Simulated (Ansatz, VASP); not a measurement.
One calculation of Ir, two programs

```xyz
1
Lattice="0.0000 1.9061 1.9061 1.9061 0.0000 1.9061 1.9061 1.9061 0.0000" Properties=species:S:1:pos:R:3 pbc="T T T"
Ir    0.0000    0.0000    0.0000
```

Alike in both runs: task single point; functional LDA; k mesh 14 × 14 × 14; occupations fermi-dirac, width 1 eV; no spin polarisation.

|  | VASP | Ansatz |
| --- | --- | --- |
| version | VASP 6.6.1 | Ansatz 0.2.0 |
| potentials or method | VASP PAW LDA potentials, release 64 (Ir), cutoff 520 eV | plane waves (420 eV) with PAW, scalar-relativistic |
| valence electrons in the cell | 9 | 17 |

VASP gave:

| Property | Result |
| --- | --- |
| pressure (GPa) | 26.7 |

Q: What did Ansatz give for the same quantities?

A: Pressure (GPa): 23.9.

Ansatz warns that its potentials were made for another functional, while VASP's fit it. LDA's correlation is that of Perdew and Zunger in VASP and of Perdew and Wang (1992) in Ansatz. VASP's potentials hold 9 valence electrons a cell and Ansatz's 17, so a difference there can come from the potentials and not from the codes.

Spin-orbit coupling is off throughout.
